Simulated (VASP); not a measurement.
Write the native input for VASP 6.6.1 that does the following.

* Task: single point
* Functional: PBEsol
* Potentials or basis: VASP PAW PBE potentials, release 64 (Sb, Ga_d)
* Cutoff: 520 eV
* k mesh: 8 × 8 × 8
* Occupations: fermi-dirac, width 0.05 eV
* Spin: no spin polarisation
* Dipole correction: no
* Further INCAR settings: ALGO = Normal; EDIFF = 1e-07; NBANDS = 16

The structure of GaSb lies in POSCAR:

```
GaSb
1.0
    0.0000000000      3.0549019273      3.0549019273
    3.0549019273      0.0000000000      3.0549019273
    3.0549019273      3.0549019273      0.0000000000
Sb Ga
1 1
Direct
    0.7500000000      0.7500000000      0.7500000000
    0.0000000000      0.0000000000      0.0000000000
```

The input as run:

INCAR

```
SYSTEM = GaSb
PREC = Accurate
ENCUT = 520
EDIFF = 1E-7
ISMEAR = -1
SIGMA = 0.05
LREAL = .False.
LASPH = .True.
NELM = 80
ALGO = Normal
ISIF = 2
LWAVE = .False.
LCHARG = .False.
GGA = PS
NBANDS = 16
```

KPOINTS

```
Automatic mesh
0
Gamma
  8 8 8
  0 0 0
```

Potentials or basis: VASP PAW PBE potentials, release 64 (Sb, Ga_d).

Command:

```bash
$ cat potpaw_PBE.64/Sb/POTCAR potpaw_PBE.64/Ga_d/POTCAR > POTCAR
$ mpirun -np 1 vasp_std > vasp.out
```

Results of the run:

The pressure is 0.1 GPa and the band gap on the k mesh is 0.02 eV.

Caveat: the smearing spreads over this small gap; semilocal functionals underestimate gaps, and a narrow one can read as zero; the PAW data sets were made with another functional, which shifts forces and pressure a little; spin-orbit coupling is left out, which moves the levels of the heavy elements.

Wall time 32 s on 1 thread of Intel(R) Xeon(R) Platinum 8259CL CPU @ 2.50GHz (Skylake/Cascade Lake) (shared host), peak memory 0.18 GiB.
